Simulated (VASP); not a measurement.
Be3CdS2:

```
CELL_PARAMETERS angstrom
5.73342 0.00000 0.00000
-2.86671 4.96529 0.00000
0.00000 0.00000 2.97470
ATOMIC_POSITIONS crystal
Be 0.50000 0.00000 0.50000
Be 0.50000 0.50000 0.50000
Be 0.00000 0.50000 0.50000
Cd 0.00000 0.00000 0.00000
S 0.33333 0.66667 0.00000
S 0.66667 0.33333 0.00000
```

The cell was built from a structure type or drawn by symmetry, and may not be a known phase.

| Item | Value |
| --- | --- |
| Program | VASP 6.6.1 |
| Task | relaxation of cell and atoms |
| Functional | PBE |
| Potentials or basis | VASP PAW PBE potentials, release 64 (Be, Cd, S) |
| Cutoff | 600 eV |
| k mesh | 12 × 12 × 12 |
| Occupations | gaussian, width 0.1 eV |
| Spin | no spin polarisation |

At the start: pressure 2.0 GPa; volume 14.11 Å³/atom.

Question: How do energy, volume and symmetry change on relaxing?

Answer: Over 7 steps the energy falls by 6.4 meV/atom and the volume is 14.39 Å³/atom (+2.0 %); space group P6/mmm (No. 191, to 0.1 Å) before and after.

The path:
```csv
step,energy change (eV),largest force (eV/Å),pressure (GPa),volume (Å³)
1,0.0000,0.0000,2.03,84.68
2,-0.0334,0.0000,-0.23,86.89
3,-0.0342,0.0000,-0.62,87.32
4,-0.0376,0.0000,-0.30,86.80
5,-0.0381,0.0000,-0.13,86.53
6,-0.0381,0.0000,-0.12,86.52
7,-0.0382,0.0000,0.01,86.37
```

Final structure:
```xyz
6
Lattice="5.7083 0.0000 0.0000 -2.8542 4.9436 0.0000 0.0000 0.0000 3.0605" Properties=species:S:1:pos:R:3 pbc="T T T"
Be    2.8542    0.0000    1.5302
Be    1.4271    2.4718    1.5302
Be   -1.4271    2.4718    1.5302
Cd    0.0000    0.0000    0.0000
S     0.0000    3.2957    0.0000
S     2.8542    1.6479    0.0000
```

Caveat: the highest band is partly filled, so the run has too few bands.
